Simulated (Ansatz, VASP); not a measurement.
**BAs in VASP and in Ansatz**

```xyz
2
Lattice="0.0000 2.3679 2.3679 2.3679 0.0000 2.3679 2.3679 2.3679 0.0000" Properties=species:S:1:pos:R:3 pbc="T T T"
B     0.0000    0.0000    0.0000
As    3.5519    3.5519    3.5519
```

Alike in both runs: task single point; functional PBEsol; k mesh 10 × 10 × 10; no spin polarisation.

|  | VASP | Ansatz |
| --- | --- | --- |
| version | VASP 6.6.1 | Ansatz 0.2.0 |
| potentials or method | VASP PAW PBE potentials, release 64 (B, As), cutoff 520 eV | scalar-relativistic, plane waves, PAW |
| occupations | gaussian, width 0.01 eV | fixed |
| valence electrons in the cell | 8 | 18 |

Ansatz gave:

* gap on the k mesh at the Fermi level (eV): 1.06
* least direct gap on the mesh (eV): 3.28
* pressure (GPa): 3.0

Q: Which values does VASP return?

A: gap on the k mesh at the Fermi level (eV): 1.05; least direct gap on the mesh (eV): 3.27; pressure (GPa): 3.9.

VASP's potentials were made for PBE, not for PBEsol. VASP's potentials hold 8 valence electrons a cell and Ansatz's 18, so a difference there can come from the potentials and not from the codes.
